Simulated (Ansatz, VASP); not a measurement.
## Two plane-wave programs on TeS2

```
Te S
1.0
    -3.09742    3.09742    3.37155
     3.09742   -3.09742    3.37155
     3.09742    3.09742   -3.37155
Te S
2 4
Direct
  0.25000 0.25000 0.00000
  0.75000 0.75000 0.00000
  0.66359 0.16359 0.82719
  0.16359 0.33641 0.50000
  0.33641 0.83641 0.17281
  0.83641 0.66359 0.50000
```

Alike in both runs: task relaxation of cell and atoms; functional PBE; k mesh 8 × 8 × 8; occupations gaussian, width 0.1 eV; no spin polarisation.

```csv
,VASP,Ansatz
version,VASP 6.6.1,Ansatz 0.2.0
potentials or method,"VASP PAW PBE potentials, release 64 (Te, S), cutoff 600 eV","scalar-relativistic, plane waves, PAW"
valence electrons in the cell,36,56
```

```csv
,VASP,Ansatz,Ansatz less VASP
"gap on the k mesh at the Fermi level, each at its own relaxed structure (eV)",none,none,-
relaxed volume (Å³/atom),21.76,21.80,+0.042
relaxed length of the cell vector where the two differ most in proportion (Å),5.547,5.551,+0.0039
```

A gap of «none» marks a metal or a gap that the smearing closes. VASP's potentials hold 36 valence electrons a cell and Ansatz's 56, so a difference there can come from the potentials and not from the codes.

Neither program's run includes spin-orbit coupling.
